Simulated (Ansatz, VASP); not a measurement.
**Ga3O2 in VASP and in Ansatz**

```
Ga O
1.0
     0.00000    2.98551    4.25493
     3.18562    0.00000    4.25493
     3.18562    2.98551    0.00000
Ga O
3 2
Cartesian
  3.1856 2.9855 1.1853
  1.5928 1.4928 2.8213
  4.7784 4.4783 7.0763
  4.5575 2.9855 8.2896
  1.8138 2.9855 8.2896
```

Alike in both runs: functional PBE; k mesh 4 × 4 × 4; occupations gaussian, width 0.1 eV; no spin polarisation.

Ansatz relaxed the structure, and its values are those at the end. VASP's run is a single point on that final structure, the one shown.

|  | VASP | Ansatz |
| --- | --- | --- |
| version | VASP 6.6.1 | Ansatz 0.2.0 |
| potentials or method | VASP PAW PBE potentials, release 64 (Ga_d, O), cutoff 520 eV | scalar-relativistic, plane waves, PAW |
| valence electrons in the cell | 51 | 51 |

```csv
,VASP,Ansatz,Ansatz less VASP
gap on the k mesh at the Fermi level (eV),none,none,-
pressure (GPa),0.4,0.1,-0.32
rms of the force components (eV/Å),0.027,0.004,-0.0233
```

A gap of «none» marks a metal or a gap that the smearing closes. With one functional, cell and mesh, what is left measures potentials, basis and numerics.

The k mesh is coarse, so the values compare programs but aren't converged.
